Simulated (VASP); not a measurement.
# GaN: single point with PBE

Crystal: GaN.

```xyz
4
Lattice="3.2184 0.0000 0.0000 -1.6092 2.7872 0.0000 0.0000 0.0000 5.2430" Properties=species:S:1:pos:R:3 pbc="T T T"
Ga    0.0000    1.8581    0.0007
Ga    1.6092    0.9291    2.6222
N     0.0000    1.8581    1.9759
N     1.6092    0.9291    4.5974
```

```json
{
  "Program": "VASP 6.6.1",
  "Task": "single point",
  "Functional": "PBE",
  "Potentials or basis": "VASP PAW PBE potentials, release 64 (Ga_d, N)",
  "Cutoff": "520 eV",
  "k mesh": "8 × 8 × 5",
  "Occupations": "gaussian, width 0.01 eV",
  "Spin": "no spin polarisation",
  "Dipole correction": "no",
  "Further INCAR settings": "ALGO = Normal; EDIFF = 1e-07; NBANDS = 26"
}
```

```yaml
Pressure: 0.1 GPa
Band_gap_on_the_k_mesh: 1.72 eV
```

Levels at points of the mesh, in eV from the valence-band top:
```
           k point  band 14  band 15  band 16  band 17  band 18  band 19  band 20  band 21  band 22  band 23
(0.00, 0.00, 0.00)    -1.00    -1.00    -0.04     0.00     0.00     1.72     4.07     9.02     9.73     9.73
(0.50, 0.00, 0.00)    -5.19    -4.07    -2.64    -2.11    -0.96     4.98     5.37     5.98     8.35    10.17
```

Run time: 15 s on 1 thread of Intel(R) Xeon(R) 6975P-C (Granite Rapids), on a shared host, peak memory 0.17 GiB.
